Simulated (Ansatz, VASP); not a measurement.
# Two plane-wave programs on Fe

INCAR

```
SYSTEM = Fe
PREC     = Accurate       ! precision mode
ENCUT    = 600            ! plane-wave cutoff, eV
EDIFF    = 1E-7           ! SCF threshold, eV
ISMEAR   = -1             ! smearing method
SIGMA    = 0.1            ! smearing width, eV
LREAL    = .FALSE.        ! projectors in reciprocal space
LASPH    = .TRUE.         ! aspherical terms in the spheres
NELM     = 120            ! most SCF steps
ALGO     = Normal         ! electronic algorithm
ISIF     = 3              ! what is computed and relaxed
LWAVE    = .FALSE.        ! write WAVECAR
LCHARG   = .FALSE.        ! write CHGCAR
GGA      = RE             ! functional
IBRION   = 2              ! ionic algorithm
NSW      = 80             ! ionic steps
EDIFFG   = -0.01          ! ionic threshold
GGA_COMPAT= .FALSE.      
NELMIN   = 4
```

The input KPOINTS:

```
regular mesh
0
G
  14 14 8
  0 0 0
```

POSCAR

```
Fe
1.0
    2.5537576109      0.0000000000      0.0000000000
   -1.2768788055      2.2116189662      0.0000000000
    0.0000000000      0.0000000000      4.1702861787
Fe
2
Direct
    0.3333333333      0.6666666667      0.2500000000
    0.6666666667      0.3333333333      0.7500000000
```

Input for Ansatz:

```yaml
crystal:
  lattice:
    - [2.5537576109, 0.0, 0.0]
    - [-1.2768788055, 2.2116189662, 0.0]
    - [0.0, 0.0, 4.1702861787]
  atoms:
    - { symbol: Fe, position: [0.3333333333, 0.6666666667, 0.25] }
    - { symbol: Fe, position: [0.6666666667, 0.3333333333, 0.75] }
hamiltonian:
  xc: revpbe
  pseudopotentials:
    kind: paw
    azcp:
      Fe: "pseudopotentials/Fe.paw.azcp"
basis:
  ecutwfc: 420
  fft_grid_basis: typed
kpoints:
  mp_grid: { grid: [14, 14, 8], shift: [0, 0, 0] }
magnetization:
  spin_polarized: false
scf:
  occupations: { method: fermi_dirac, width: 0.1 }
relax:
  max_steps: 60
  f_tol: 0.01
  cell: {}
```

Alike in both runs: task relaxation of cell and atoms; functional revPBE; k mesh 14 × 14 × 8; occupations fermi-dirac, width 0.1 eV; no spin polarisation.

|  | VASP | Ansatz |
| --- | --- | --- |
| version | VASP 6.6.1 | Ansatz 0.2.0 |
| potentials or method | VASP PAW PBE potentials, release 64 (Fe), cutoff 600 eV | plane waves (420 eV) with PAW, scalar-relativistic |
| valence electrons in the cell | 16 | 32 |

|  | VASP | Ansatz | Ansatz less VASP |
| --- | --- | --- | --- |
| relaxed volume (Å³/atom) | 10.34 | 10.37 | +0.024 |
| relaxed cell length with the largest relative difference (Å) | 3.908 | 3.913 | +0.0042 |

VASP's potentials were made for PBE, not for revPBE. VASP's potentials hold 16 valence electrons a cell and Ansatz's 32, so a difference there can come from the potentials and not from the codes.
